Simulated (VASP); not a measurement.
Wanted: the native input for a VASP 6.6.1 run.

```
Task                   : relaxation of shape and atoms at fixed volume
Functional             : r2SCAN
Potentials or basis    : VASP PAW PBE potentials, release 64 (H, La)
Cutoff                 : 600 eV
k mesh                 : 8 × 8 × 8
Occupations            : gaussian, width 0.05 eV
Spin                   : no spin polarisation
Dipole correction      : no
Further INCAR settings : ALGO = Normal; EDIFF = 1e-06; IBRION = 2; EDIFFG = -0.01; NSW = 60; ISIF = 4
```

The system is LaH3.

```xyz
4
Lattice="-1.9723 1.9723 2.8346 1.9723 -1.9723 2.8346 1.9723 1.9723 -2.8346" Properties=species:S:1:pos:R:3 pbc="T T T"
H     0.0000    1.9723    1.4173
H     1.9723    0.0000    1.4173
H     0.0000    0.0000    2.8346
La    0.0000    0.0000    0.0000
```

The input as run:

POSCAR

```
LaH3
1.0
   -1.9722929722      1.9722929722      2.8345539987
    1.9722929722     -1.9722929722      2.8345539987
    1.9722929722      1.9722929722     -2.8345539987
H La
3 1
Direct
    0.7500000000      0.2500000000      0.5000000000
    0.2500000000      0.7500000000      0.5000000000
    0.5000000000      0.5000000000      0.0000000000
    0.0000000000      0.0000000000      0.0000000000
```

INCAR.step1

```
SYSTEM = LaH3
PREC = Accurate
ENCUT = 600
ISMEAR = 0
SIGMA = 0.05
LREAL = .False.
LASPH = .True.
NELM = 60
GGA = PE
ALGO = Normal
EDIFF = 1E-4
LWAVE = .True.
LCHARG = .False.
```

INCAR.step2

```
SYSTEM = LaH3
PREC = Accurate
ENCUT = 600
EDIFF = 1E-6
ISMEAR = 0
SIGMA = 0.05
LREAL = .False.
LASPH = .True.
NELM = 60
ALGO = Normal
ISIF = 4
LWAVE = .False.
LCHARG = .False.
METAGGA = R2SCAN
LMIXTAU = .True.
IBRION = 2
NSW = 60
EDIFFG = -0.01
ISTART = 1
```

KPOINTS

```
Automatic mesh
0
Gamma
  8 8 8
  0 0 0
```

Potentials or basis: VASP PAW PBE potentials, release 64 (H, La).

The run is started by

```bash
$ cat potpaw_PBE.64/H/POTCAR potpaw_PBE.64/La/POTCAR > POTCAR
$ cp INCAR.step1 INCAR
$ mpirun -np 1 vasp_std > vasp.out
$ cp INCAR.step2 INCAR
$ mpirun -np 1 vasp_std > vasp.out
```

Results of the run:

```
Pressure after relaxing : -1.7 GPa
Band gap on the k mesh  : 0.14 eV (least direct gap 0.26 eV)
```

Caveat: the relaxation stopped at its first step, so nothing moved; the PAW data sets were made with another functional, which shifts forces and pressure a little; spin-orbit coupling is left out, which moves the levels of the heavy elements.

Run time: 4 min on 1 thread of Oxide Virtual Turin-like Processor (shared host), peak memory 0.19 GiB.
